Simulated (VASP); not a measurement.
**Ge: single point with PBEsol**

Ge:

```
Ge
1.0
    -2.00208   -3.46771    0.00000
     2.00208   -3.46771    0.00000
     0.00000    0.00000   13.39505
Ge
8
Direct
  0.00000 0.00000 0.15388
  0.00000 0.00000 0.33679
  0.00000 0.00000 0.64455
  0.00000 0.00000 0.82746
  0.66667 0.66667 0.09238
  0.33333 0.33333 0.39829
  0.33333 0.33333 0.58305
  0.66667 0.66667 0.88895
```

* Program: VASP 6.6.1
* Task: single point
* Functional: PBEsol
* Potentials or basis: VASP PAW PBE potentials, release 64 (Ge_d)
* Cutoff: 520 eV
* k mesh: 11 × 11 × 3
* Occupations: gaussian, width 0.15 eV
* Spin: no spin polarisation
* Dipole correction: no
* Further INCAR settings: ALGO = Normal; EDIFF = 1e-07; NBANDS = 66

```yaml
Pressure: -0.9 GPa
Largest_force: 0.949 eV/Å
Band_gap_on_the_k_mesh: zero (filled and empty bands touch)
```

Forces on the atoms (eV/Å):
```
Ge   0.000  0.000 -0.157
Ge   0.000  0.000  0.011
Ge   0.000  0.000 -0.011
Ge   0.000  0.000  0.157
Ge   0.000  0.000 -0.949
Ge   0.000  0.000 -0.005
Ge   0.000  0.000  0.005
Ge   0.000  0.000  0.949
```

Stress tensor (GPa, compression positive):
```
 0.03  0.00  0.00
 0.00  0.03  0.00
 0.00  0.00 -2.62
```

Levels at points of the mesh, in eV from the Fermi level:
| k point | band 54 | band 55 | band 56 | band 57 | band 58 | band 59 |
| --- | --- | --- | --- | --- | --- | --- |
| (0.00, 0.00, 0.00) | -0.23 | -0.02 | 0.03 | 0.03 | 0.06 | 0.57 |

It took 9.6 min on 1 thread of Oxide Virtual Turin-like Processor (shared host), peak memory 0.4 GiB.

Caveat: the PAW data sets were made with another functional, which shifts forces and pressure a little.
